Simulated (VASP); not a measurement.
# Al2Cu (I4/mmm) in VASP: further runs

Al2Cu is run at these levels: r2SCAN; tasks: single point.

Everything below comes from runs of VASP 6.6.1. Logs are shortened: lines on timing, memory, paths and dates and some standing lists are left out, and cuts for length are marked.

### Step 1. The cell of the first run

Symmetry: I4/mmm, No. 139, tetragonal system. The conventional cell has a = 3.892 Å, b = 3.892 Å, c = 5.974 Å, α = 90.00°, β = 90.00°, γ = 90.00°. Within 3.2 Å of Al (site symmetry -4m2) lie 4 Cu at 2.45 Å and 6 Al at 2.75 to 2.99 Å. Within 3.2 Å of Cu (site symmetry 4/mmm) lie 8 Al at 2.45 Å.

### Step 2. Single point, r2SCAN (biaxial strain in the a-b plane: -4.0 %, then relaxed in part)

File POSCAR:

```
Al2Cu
1.0
    2.7523905621      2.7523905621      0.0000000000
   -2.7523905621      2.7523905621      0.0000000000
    0.0000000000      0.0000000000      5.9744192307
Al Cu
4 2
Direct
    0.5000000000      0.0000000000      0.2500000000
    0.0000000000      0.5000000000      0.2500000000
    0.0000000000      0.5000000000      0.7500000000
    0.5000000000      0.0000000000      0.7500000000
    0.0000000000      0.0000000000      0.5000000000
    0.5000000000      0.5000000000      0.0000000000
```

File INCAR.step1:

```
ALGO     = Normal         # electronic algorithm
EDIFF    = 1E-4           # SCF threshold, eV
ENCUT    = 520            # plane-wave cutoff, eV
GGA      = PE             # functional
ISMEAR   = 0              # smearing method
LASPH    = T              # aspherical terms in the spheres
LCHARG   = F              # write CHGCAR
LREAL    = F              # projectors in reciprocal space
LWAVE    = T              # write WAVECAR
NBANDS   = 26             # bands
NELM     = 80             # most SCF steps
PREC     = Accurate       # precision mode
SIGMA    = 0.1            # smearing width, eV
```

File INCAR.step2:

```
ALGO     = Normal         # electronic algorithm
EDIFF    = 1E-7           # SCF threshold, eV
ENCUT    = 520            # plane-wave cutoff, eV
ISIF     = 2              # what is computed and relaxed
ISMEAR   = 0              # smearing method
ISTART   = 1            
LASPH    = T              # aspherical terms in the spheres
LCHARG   = F              # write CHGCAR
LMIXTAU  = T            
LREAL    = F              # projectors in reciprocal space
LWAVE    = F              # write WAVECAR
METAGGA  = R2SCAN         # meta-GGA
NBANDS   = 26             # bands
NELM     = 80             # most SCF steps
PREC     = Accurate       # precision mode
SIGMA    = 0.1            # smearing width, eV
```

File KPOINTS:

```
k-points
0
Gamma
  10 10 6
```

Potentials or basis: VASP PAW PBE potentials, release 64 (Al, Cu).

On the command line:

```sh
$ cat potpaw_PBE.64/Al/POTCAR potpaw_PBE.64/Cu/POTCAR > POTCAR
$ cp INCAR.step1 INCAR
$ mpirun -np 1 vasp_std > vasp.out
$ cp INCAR.step2 INCAR
$ mpirun -np 1 vasp_std > vasp.out
```

OUTCAR:

```text
EDIFF = 1E-7
   ENCUT = 520
   ISIF = 2
   ISMEAR = 0
   ISTART = 1
   LASPH = T
   LREAL = F
   METAGGA = R2SCAN
   NELM = 80
   PREC = Accurate

 ion  position               nearest neighbor table
   1  0.500  0.000  0.250-   5 2.45   6 2.45   6 2.45   5 2.45   2 2.75   2 2.75   2 2.75   2 2.75
                             4 2.99   4 2.99
   2  0.000  0.500  0.250-   5 2.45   6 2.45   5 2.45   6 2.45   1 2.75   1 2.75   1 2.75   1 2.75
                             3 2.99   3 2.99
   3  0.000  0.500  0.750-   5 2.45   6 2.45   5 2.45   6 2.45   4 2.75   4 2.75   4 2.75   4 2.75
                             2 2.99   2 2.99
   4  0.500  0.000  0.750-   5 2.45   6 2.45   6 2.45   5 2.45   3 2.75   3 2.75   3 2.75   3 2.75
                             1 2.99   1 2.99
   5  0.000  0.000  0.500-   1 2.45   2 2.45   3 2.45   4 2.45   2 2.45   3 2.45   1 2.45   4 2.45

   6  0.500  0.500  0.000-   1 2.45   2 2.45   3 2.45   4 2.45   1 2.45   4 2.45   2 2.45   3 2.45

  LATTYP: Found a simple tetragonal cell.
 ALAT       =     3.8924680619
 C/A-ratio  =     1.5348666028

  Lattice vectors:

 A1 = (   2.7523905621,   2.7523905621,   0.0000000000)
 A2 = (  -2.7523905621,   2.7523905621,   0.0000000000)
 A3 = (   0.0000000000,   0.0000000000,   5.9744192307)

Analysis of symmetry for initial positions (statically):
=====================================================================
 Subroutine PRICEL returns following result:

  LATTYP: Found a body centered tetragonal cell.
 ALAT       =     3.8924680619
 C/A-ratio  =     1.5348666028

  Lattice vectors:

 A1 = (   2.7523905621,   0.0000000000,  -2.9872096153)
 A2 = (  -2.7523905621,   0.0000000000,  -2.9872096153)
 A3 = (   0.0000000000,   2.7523905621,   2.9872096153)

   2 primitive cells build up your supercell.

 Routine SETGRP: Setting up the symmetry group for a
 simple tetragonal supercell.

 Subroutine GETGRP returns: Found 16 space group operations
 (whereof 16 operations were pure point group operations)
 out of a pool of 16 trial point group operations.

The static configuration has the point symmetry D_4h.

Analysis of symmetry for dynamics (positions and initial velocities):
=====================================================================
 Subroutine PRICEL returns following result:

  LATTYP: Found a body centered tetragonal cell.
 ALAT       =     3.8924680619
 C/A-ratio  =     1.5348666028

  Lattice vectors:

 A1 = (   2.7523905621,   0.0000000000,  -2.9872096153)
 A2 = (  -2.7523905621,   0.0000000000,  -2.9872096153)
 A3 = (   0.0000000000,   2.7523905621,   2.9872096153)

   2 primitive cells build up your supercell.

 Routine SETGRP: Setting up the symmetry group for a
 simple tetragonal supercell.

 Subroutine GETGRP returns: Found 16 space group operations
 (whereof 16 operations were pure point group operations)
 out of a pool of 16 trial point group operations.

The dynamic configuration has the point symmetry D_4h.

 Subroutine INISYM returns: Found 16 space group operations
 (whereof 16 operations are pure point group operations),
 and found     2 'primitive' translations

----------------------------------------------------------------------------------------

                                     Primitive cell

  volume of cell :      45.2601

  direct lattice vectors                    reciprocal lattice vectors
     2.752390562  0.000000000 -2.987209615     0.181660265  0.181660265 -0.167380286
    -2.752390562  0.000000000 -2.987209615    -0.181660265  0.181660265 -0.167380286
     0.000000000  2.752390562  2.987209615     0.000000000  0.363320531  0.000000000

  length of vectors
     4.061905352  4.061905352  4.061905352     0.306622022  0.306622022  0.363320531

  position of ions in fractional coordinates (direct lattice)
     0.250000000  0.750000000  0.500000000
     0.750000000  0.250000000  0.500000000
     0.500000000  0.500000000  0.000000000

  ion indices of the primitive-cell ions
   primitive index   ion index
                 1           1
                 2           4
                 3           5

----------------------------------------------------------------------------------------

 KPOINTS: k-points

Automatic generation of k-mesh.
 Grid dimensions read from file:
 generate k-points for:   10   10    6

 Generating k-lattice:

  Cartesian coordinates                     Fractional coordinates (reciprocal lattice)
     0.018166027  0.018166027  0.000000000     0.100000000  0.000000000  0.000000000
    -0.018166027  0.018166027  0.000000000     0.000000000  0.100000000  0.000000000
     0.000000000  0.000000000  0.027896714     0.000000000  0.000000000  0.166666667

  Length of vectors
     0.025690641  0.025690641  0.027896714

  Shift w.r.t. Gamma in fractional coordinates (k-lattice)
     0.000000000  0.000000000  0.000000000

 Subroutine IBZKPT returns following result:
 ===========================================

 Found     84 irreducible k-points:

 Following reciprocal coordinates:
            Coordinates               Weight
  0.000000  0.000000  0.000000      1.000000
  0.100000  0.000000  0.000000      4.000000
  0.200000  0.000000  0.000000      4.000000
  0.300000  0.000000  0.000000      4.000000
  0.400000  0.000000  0.000000      4.000000
  0.500000  0.000000  0.000000      2.000000
[... 16 lines left out ...]
  0.100000  0.000000  0.166667      8.000000
  0.200000  0.000000  0.166667      8.000000
 [... further k-points ...]
   k-points           NKPTS =     84   k-points in BZ     NKDIM =     84   number of bands    NBANDS=     26
   number of dos      NEDOS =    301   number of ions     NIONS =      6
   total plane-waves  NPLWV =  43200
   dimension x,y,z NGX =    30 NGY =   30 NGZ =   48
   dimension x,y,z NGXF=    60 NGYF=   60 NGZF=   96
   ions per type =               4   2
   NGX,Y,Z   is equivalent  to a cutoff of  12.81, 12.81, 13.36 a.u.
   NGXF,Y,Z  is equivalent  to a cutoff of  25.63, 25.63, 26.71 a.u.
 SYSTEM =  unknown system
   PREC   = accura    normal or accurate (medium, high low for compatibility)
   ISTART =      1    job   : 0-new  1-cont  2-samecut
   ICHARG =      0    charge: 1-file 2-atom 10-const
   ISPIN  =      1    spin polarized calculation?
   LNONCOLLINEAR =      F non collinear calculations
   LSORBIT =      F    spin-orbit coupling
   LASPH  =      T    aspherical Exc in radial PAW
   ENCUT  =  520.0 eV  38.22 Ry    6.18 a.u.   7.24  7.24 11.11*2*pi/ulx,y,z
   NELM   =     80;   NELMIN=  2; NELMDL=  0     # of ELM steps
   EDIFF  = 0.1E-06   stopping-criterion for ELM
   LREAL  =      F    real-space projection
   EDIFFG = 0.1E-05   stopping-criterion for IOM
   NSW    =      0    number of steps for IOM
   IBRION =     -1    ionic relax: 0-MD 1-quasi-New 2-CG
   NFREE  =      0    steps in history (QN), initial steepest desc. (CG)
   ISIF   =      2    stress and relaxation
   ISYM   =      2    0-nonsym 1-usesym 2-fastsym
   POTIM  = 0.5000    time-step for ionic-motion
   TEBEG  =    0.0;   TEEND  =   0.0 temperature during run
   PSTRESS=    0.0 pullay stress
   NELECT =      34.0000    total number of electrons
   NUPDOWN=      -1.0000    fix difference up-down
   EMIN   =  10.00;   EMAX   =-10.00  energy-range for DOS
   EFERMI =   0.00;   METHOD = LEGACY
   ISMEAR =     0;   SIGMA  =   0.10  broadening in eV -4-tet -1-fermi 0-gaus
   EFERMI_NEDOS =   21; number of points for ismear=-14 and -15
   IALGO  =     38    algorithm
   IMIX   =      4    mixing-type and parameters
     AMIX     =   0.40;   BMIX     =  1.00
     AMIX_MAG =   1.60;   BMIX_MAG =  1.00
  volume/ion in A,a.u.               =      15.09       101.81
  Fermi-wavevector in a.u.,A,eV,Ry     =   1.181188  2.232123 18.982933  1.395206
  Thomas-Fermi vector in A             =   2.317467
   LORBIT       =      0    0 simple, 1 ext, 2 COOP (PROOUT), +10 PAW based schemes
   METAGGA = R2SCAN    functional components
   LHFCALC =     F    Hartree Fock is set to
   AEXX    =    0.0000 exact exchange contribution
   IVDW    =     0    specifies the selected vdW correction
   LEPSILON=     F    determine dielectric tensor
   LRPA    =     F    only Hartree local field effects (RPA)
 non-spin polarized calculation
 Gauss-broadening in eV      SIGMA  =   0.10
  energy-cutoff  :      520.00
  volume of cell :       90.52
 maximum number of plane-waves:      2468
 NGX is ok and might be reduce to    30
   NGX = 15   NGY = 15   NGZ = 23

 number of electron      33.9999999 magnetization

 Free energy of the ion-electron system (eV)
  ---------------------------------------------------
  ext. energy  EPLUGINS =         0.00000000
  ---------------------------------------------------
  free energy    TOTEN  =       -49.63631591 eV

  energy without entropy =      -49.62445166  energy(sigma->0) =      -49.63038378

 E-fermi :   7.4684     XC(G=0): -11.4108

 val. band max:        7.4579623353   @ k =   0.2000   0.2000   0.5000
 cond. band min:       7.4713075382   @ k =   0.4000   0.0000   0.5000
 fundamental gap:      0.0133452030
 Fermi energy:         7.4683809885

 k-point     1 :       0.0000    0.0000    0.0000
  band No.  band energies     occupation
      1      -3.6095      2.00000
      2       0.2106      2.00000
      3       0.9803      2.00000
      4       2.1872      2.00000
      5       2.5418      2.00000
      6       2.5418      2.00000
[... 18 lines left out ...]
     25      13.4925      0.00000
     26      14.5716      0.00000

 k-point     2 :       0.1000    0.0000    0.0000
  band No.  band energies     occupation
      1      -3.5063      2.00000
      2       0.2847      2.00000
      3       1.0684      2.00000
      4       2.1504      2.00000
      5       2.5041      2.00000
      6       2.5588      2.00000
[... 18 lines left out ...]
     25      13.8718      0.00000
[... 608 lines left out ...]
     25      14.4061      0.00000
     26      14.5863      0.00000

 k-point    24 :       0.2000    0.0000    0.1667
  band No.  band energies     occupation
      1      -3.0782      2.00000
      2      -0.3330      2.00000
      3       1.9104      2.00000
      4       2.0929      2.00000
      5       2.3709      2.00000
      6       2.6222      2.00000
[... 18 lines left out ...]
     25      13.6664      0.00000
     26      14.4540      0.00000

 [... further k-points ...]

------------------------ aborting loop because EDIFF is reached ----------------------------------------

  FORCE on cell =-STRESS in cart. coord.  units (eV):
  Direction    XX          YY          ZZ          XY          YZ          ZX
  --------------------------------------------------------------------------------------
  -------------------------------------------------------------------------------------
  Total        4.2320758      4.2320758     -0.0711477      0.0000000      0.0000000     -0.0000000
  in kB       74.9062764     74.9062764     -1.2592904      0.0000000      0.0000000     -0.0000000
  external PRESSURE =      49.5177541 kB  Pullay stress =       0.0000000 kB

 VOLUME and BASIS-vectors are now :
 -----------------------------------------------------------------------------
  energy-cutoff  :      520.00
  volume of cell :       90.52
      direct lattice vectors                 reciprocal lattice vectors
     2.752390562  2.752390562  0.000000000     0.181660265  0.181660265  0.000000000
    -2.752390562  2.752390562  0.000000000    -0.181660265  0.181660265  0.000000000
     0.000000000  0.000000000  5.974419231     0.000000000  0.000000000  0.167380286

 POSITION                                       TOTAL-FORCE (eV/Angst)
 -----------------------------------------------------------------------------------
      1.37620      1.37620      1.49360        -0.000000      0.000000     -0.000000
     -1.37620      1.37620      1.49360        -0.000000      0.000000     -0.000000
     -1.37620      1.37620      4.48081        -0.000000      0.000000     -0.000000
      1.37620      1.37620      4.48081        -0.000000      0.000000      0.000000
      0.00000      0.00000      2.98721         0.000000     -0.000000      0.000000
      0.00000      2.75239      0.00000         0.000000     -0.000000      0.000000
 -----------------------------------------------------------------------------------
    total drift:                               -0.000000      0.000000     -0.000000

  FREE ENERGIE OF THE ION-ELECTRON SYSTEM (eV)
  ---------------------------------------------------
  free  energy   TOTEN  =       -49.6363159067 eV

  energy  without entropy=      -49.6244516628  energy(sigma->0) =      -49.63038378
```

Run time: 6.8 min. Hardware: 1 thread of Intel Xeon 6975P-C (Granite Rapids), shared host; peak memory 0.32 GiB.

Results:

```
Free energy            : -49.6363 eV
Pressure               : 5.0 GPa
Band gap on the k mesh : zero (bands 17 and 18 overlap by 4.83 eV)
```

Caveat: the cell differs from its parent crystal (biaxial strain in the a-b plane: -4.0 %, then relaxed in part); the cell stands under pressure; the PAW data sets were made with another functional, which shifts forces and pressure a little.

### Step 3. Single point, r2SCAN (uniaxial strain along c: +6.0 %, then relaxed in part)

POSCAR: that of step 2 with these lines changed.

```diff
@@ -2,5 +2,5 @@
 1.0
-    2.7523905621      2.7523905621      0.0000000000
-   -2.7523905621      2.7523905621      0.0000000000
-    0.0000000000      0.0000000000      5.9744192307
+    2.8185303855      2.8185303855      0.0000000000
+   -2.8185303855      2.8185303855      0.0000000000
+    0.0000000000      0.0000000000      6.0781958245
 Al Cu
```

File INCAR.step1:

```
SYSTEM = Al2Cu
PREC = Accurate
ENCUT = 520
ISMEAR = 0
SIGMA = 0.1
LREAL = .FALSE.
LASPH = .TRUE.
NELM = 80
NBANDS = 26
GGA = PE
ALGO = Normal
EDIFF = 1E-4
LWAVE = .TRUE.
LCHARG = .FALSE.
```

File INCAR.step2:

```
SYSTEM = Al2Cu
PREC = Accurate
ENCUT = 520
EDIFF = 1E-6
ISMEAR = 0
SIGMA = 0.1
LREAL = .FALSE.
LASPH = .TRUE.
NELM = 80
ALGO = Normal
ISIF = 2
LWAVE = .FALSE.
LCHARG = .TRUE.
METAGGA = R2SCAN
LMIXTAU = .TRUE.
LELF = .TRUE.
LVHAR = .TRUE.
NBANDS = 26
ISTART = 1
```

File KPOINTS:

```
regular mesh
0
G
  10 10 6
  0 0 0
```

Potentials or basis: VASP PAW PBE potentials, release 64 (Al, Cu).

On the command line:

```sh
$ cat potpaw_PBE.64/Al/POTCAR potpaw_PBE.64/Cu/POTCAR > POTCAR
$ cp INCAR.step1 INCAR
$ mpirun -np 1 vasp_std > vasp.out
$ cp INCAR.step2 INCAR
$ mpirun -np 1 vasp_std > vasp.out
```

Wall time 8 min (1 thread of Intel Xeon Platinum 8488C (Sapphire Rapids), shared host); peak memory 0.33 GiB.

Results (log left out):

```
Free energy            : -49.6983 eV
Pressure               : -2.2 GPa
Band gap on the k mesh : zero (bands 17 and 18 overlap by 4.70 eV)
```

Stress tensor (GPa, compression positive):
```
-0.10  0.00  0.00
 0.00 -0.10  0.00
 0.00  0.00 -6.51
```

Levels at points of the mesh, in eV from the Fermi level:
| k point | band 13 | band 14 | band 15 | band 16 | band 17 | band 18 | band 19 | band 20 | band 21 | band 22 |
| --- | --- | --- | --- | --- | --- | --- | --- | --- | --- | --- |
| (0.00, 0.00, 0.00) | -3.91 | -1.75 | -1.75 | 1.10 | 2.06 | 2.57 | 2.76 | 2.76 | 3.24 | 3.24 |
| (0.50, 0.00, 0.00) | -3.07 | -3.07 | -3.03 | -3.03 | 0.75 | 0.75 | 3.24 | 3.24 | 4.43 | 4.43 |
| (0.50, 0.50, 0.00) | -3.73 | -3.73 | -2.54 | -2.54 | -1.98 | -1.98 | 0.17 | 0.17 | 1.64 | 1.64 |
| (0.00, 0.00, 0.50) | -1.22 | -1.22 | -0.36 | -0.36 | -0.36 | -0.36 | 1.78 | 1.78 | 2.85 | 2.85 |
| (0.50, 0.00, 0.50) | -3.96 | -3.96 | 0.21 | 0.21 | 0.96 | 0.96 | 2.55 | 2.55 | 3.26 | 3.26 |
| (0.50, 0.50, 0.50) | -3.64 | -3.64 | -3.64 | -3.64 | -2.64 | -2.64 | 3.84 | 3.84 | 3.84 | 3.84 |

Caveat: the cell differs from its parent crystal (uniaxial strain along c: +6.0 %, then relaxed in part); the PAW data sets were made with another functional, which shifts forces and pressure a little.

### Step 4. Single point, r2SCAN (uniaxial strain along c: +6.0 %)

POSCAR: that of step 3 with these lines changed.

```diff
@@ -2,4 +2,4 @@
 1.0
-    2.8185303855      2.8185303855      0.0000000000
-   -2.8185303855      2.8185303855      0.0000000000
+    2.8240673996      2.8240673996      0.0000000000
+   -2.8240673996      2.8240673996      0.0000000000
     0.0000000000      0.0000000000      6.0781958245
```

File INCAR.step1:

```
PREC = Accurate ; ENCUT = 520
ISMEAR = 0 ; SIGMA = 0.1
LREAL = False ; LASPH = True
NELM = 60 ; NBANDS = 26
GGA = PE ; ALGO = Normal
EDIFF = 1E-4 ; LWAVE = True
LCHARG = False
```

File INCAR.step2:

```
PREC = Accurate ; ENCUT = 520
EDIFF = 1E-6 ; ISMEAR = 0
SIGMA = 0.1 ; LREAL = False
LASPH = True ; NELM = 60
ALGO = Normal ; ISIF = 2
LWAVE = False ; LCHARG = False
METAGGA = R2SCAN ; LMIXTAU = True
NBANDS = 26 ; ISTART = 1
```

File KPOINTS:

```
regular mesh
0
Gamma
  10 10 6
```

On the command line:

```sh
$ cat potpaw_PBE.64/Al/POTCAR potpaw_PBE.64/Cu/POTCAR > POTCAR
$ cp INCAR.step1 INCAR
$ mpirun -np 1 vasp_std > vasp.out
$ cp INCAR.step2 INCAR
$ mpirun -np 1 vasp_std > vasp.out
```

Run time: 8.4 min. Hardware: 1 thread of Intel Xeon Platinum 8488C (Sapphire Rapids), shared host; peak memory 0.32 GiB.

Results (log left out):

- Free energy: -49.6976 eV
- Pressure: -2.6 GPa
- Band gap on the k mesh: zero (bands 17 and 18 overlap by 4.68 eV)

Stress tensor (GPa, compression positive):
```
-0.53  0.00  0.00
 0.00 -0.53  0.00
 0.00  0.00 -6.82
```

Levels at points of the mesh, in eV from the Fermi level:
```
           k point  band 15  band 16  band 17  band 18  band 19  band 20
(0.00, 0.00, 0.00)    -1.76     1.07     2.05     2.58     2.75     2.75
(0.50, 0.00, 0.00)    -3.02    -3.02     0.73     0.73     3.21     3.21
(0.50, 0.50, 0.00)    -2.53    -2.53    -1.98    -1.98     0.16     0.16
(0.00, 0.00, 0.50)    -0.37    -0.37    -0.37    -0.37     1.74     1.74
(0.50, 0.00, 0.50)     0.22     0.22     0.95     0.95     2.56     2.56
(0.50, 0.50, 0.50)    -3.63    -3.63    -2.63    -2.63     3.83     3.83
```

Caveat: the cell differs from its parent crystal (uniaxial strain along c: +6.0 %); the PAW data sets were made with another functional, which shifts forces and pressure a little.

(Part 1 of 2 ends here.)
